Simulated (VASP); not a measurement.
Input of a VASP 6.6.1 run:

File INCAR:

```
SYSTEM = Si3N4
PREC = Accurate
ENCUT = 520
EDIFF = 1E-6
ISMEAR = 0
SIGMA = 0.02
LREAL = .FALSE.
LASPH = .TRUE.
NELM = 60
ALGO = Normal
ISIF = 2
LWAVE = .FALSE.
LCHARG = .TRUE.
GGA = PE
LELF = .TRUE.
LVHAR = .TRUE.
NBANDS = 45
```

File KPOINTS:

```
regular mesh
0
G
  6 6 6
  0 0 0
```

The input POSCAR:

```
Si3N4
1.0
    0.0000000000      3.8946186203      3.8946186203
    3.8946186203      0.0000000000      3.8946186203
    3.8946186203      3.8946186203      0.0000000000
Si N
6 8
Direct
    0.1250000000      0.1250000000      0.6250000000
    0.1250000000      0.6250000000      0.1250000000
    0.6250000000      0.1250000000      0.1250000000
    0.1250000000      0.1250000000      0.1250000000
    0.7500000000      0.7500000000      0.7500000000
    0.5000000000      0.5000000000      0.5000000000
    0.3675422905      0.3675422905      0.3675422905
    0.3526268716      0.8824577095      0.8824577095
    0.8824577095      0.8824577095      0.3526268716
    0.8824577095      0.3526268716      0.8824577095
    0.3675422905      0.3675422905      0.8973731284
    0.3675422905      0.8973731284      0.3675422905
    0.8824577095      0.8824577095      0.8824577095
    0.8973731284      0.3675422905      0.3675422905
```

Potentials or basis: VASP PAW PBE potentials, release 64 (Si, N).

Command:

```sh
$ cat potpaw_PBE.64/Si/POTCAR potpaw_PBE.64/N/POTCAR > POTCAR
$ mpirun -np 1 vasp_std > vasp.out
```

Question: What does it give for the pressure?

Answer: -0.2 GPa.

Question: What does it give for the band gap on the k mesh?

Answer: 3.33 eV, indirect (least direct gap 3.37 eV).

Question: Estimate the largest force.

Answer: 0.007 eV/Å.

Forces in eV/Å, atoms in the order of the input:
```
Si   0.000  0.000  0.000
Si   0.000  0.000  0.000
Si   0.000  0.000  0.000
Si   0.000  0.000  0.000
Si   0.000  0.000  0.000
Si   0.000  0.000  0.000
N    0.004  0.004  0.004
N   -0.004  0.004  0.004
N    0.004  0.004 -0.004
N    0.004 -0.004  0.004
N   -0.004 -0.004  0.004
N   -0.004  0.004 -0.004
N   -0.004 -0.004 -0.004
N    0.004 -0.004 -0.004
```

A k mesh can miss the band edges. As with any semilocal functional, this PBE gap is likely too small.
